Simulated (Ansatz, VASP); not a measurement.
# Hf5C3: VASP beside Ansatz

```
CELL_PARAMETERS angstrom
3.36404 1.94223 3.58467
-3.36404 1.94223 3.58467
0.00000 -3.88446 3.58467
ATOMIC_POSITIONS crystal
Hf 0.00000 0.00000 0.50000
Hf 0.50000 0.00000 0.00000
Hf 0.00000 0.50000 0.00000
Hf 0.38899 0.38899 0.38899
Hf 0.61101 0.61101 0.61101
C 0.50000 0.50000 0.00000
C 0.00000 0.50000 0.50000
C 0.50000 0.00000 0.50000
```

Alike in both runs: functional PBE; k mesh 4 × 4 × 4; occupations gaussian, width 0.2 eV; no spin polarisation.

Ansatz relaxed the structure, and its values are those at the end. VASP's run is a single point on that final structure, the one shown.

|  | VASP | Ansatz |
| --- | --- | --- |
| version | VASP 6.6.1 | Ansatz 0.2.0 |
| potentials or method | VASP PAW PBE potentials, release 64 (Hf_pv, C), cutoff 520 eV | scalar-relativistic, plane waves, PAW |
| valence electrons in the cell | 62 | 142 |

|  | VASP | Ansatz | Ansatz less VASP |
| --- | --- | --- | --- |
| gap on the k mesh at the Fermi level (eV) | none | none | - |
| pressure (GPa) | -0.3 | -0.1 | +0.17 |
| rms of the force components (eV/Å) | 0.043 | 0.016 | -0.0270 |

A gap of «none» marks a metal or a gap that the smearing closes. VASP's potentials hold 62 valence electrons a cell and Ansatz's 142, so a difference there can come from the potentials and not from the codes.

Neither program's run includes spin-orbit coupling.
